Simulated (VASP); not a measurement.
ZnS: single point with PBE

Crystal: ZnS.

```
CELL_PARAMETERS angstrom
4.11588 0.00000 0.00000
-2.05794 3.56446 0.00000
0.00000 0.00000 6.73272
ATOMIC_POSITIONS crystal
Zn 0.33333 0.66667 0.00000
Zn 0.66667 0.33333 0.50000
S 0.33333 0.66667 0.38500
S 0.66667 0.33333 0.88500
```

This cell differs from its parent crystal: strain +0.080 along x and y, +0.080 along z.

```
Program                : VASP 6.6.1
Task                   : single point
Functional             : PBE
Potentials or basis    : VASP PAW PBE potentials, release 64 (Zn, S)
Cutoff                 : 520 eV
k mesh                 : 12 × 12 × 6
Occupations            : gaussian, width 0.05 eV
Spin                   : no spin polarisation
Dipole correction      : no
Further INCAR settings : ALGO = Normal; EDIFF = 1e-06; NBANDS = 26
```

```yaml
Pressure: -8.8 GPa
Largest_force: 0.110 eV/Å
Band_gap_on_the_k_mesh: 1.23 eV, direct
```

Forces on the atoms (eV/Å):
```
Zn   0.000  0.000  0.110
Zn   0.000  0.000  0.110
S    0.000  0.000 -0.110
S    0.000  0.000 -0.110
```

Stress tensor (GPa, compression positive):
```
-8.86  0.00  0.00
 0.00 -8.86  0.00
 0.00  0.00 -8.55
```

Levels at points of the mesh, in eV from the valence-band top:
| k point | band 16 | band 17 | band 18 | band 19 | band 20 | band 21 |
| --- | --- | --- | --- | --- | --- | --- |
| (0.00, 0.00, 0.00) | -0.06 | -0.06 | 0.00 | 1.23 | 2.49 | 6.32 |
| (0.50, 0.00, 0.00) | -1.57 | -1.04 | -0.71 | 3.54 | 3.57 | 5.26 |
| (0.00, 0.00, 0.50) | -0.35 | -0.35 | -0.35 | 2.71 | 2.71 | 6.28 |
| (0.50, 0.00, 0.50) | -1.17 | -1.08 | -1.08 | 3.34 | 3.34 | 5.16 |

It took 68 s on 1 thread of Intel(R) Xeon(R) 6975P-C (Granite Rapids), on a shared host, peak memory 0.32 GiB.

Caveat: the cell differs from its parent crystal (strain +0.080 along x and y, +0.080 along z). A k mesh can miss the band edges.
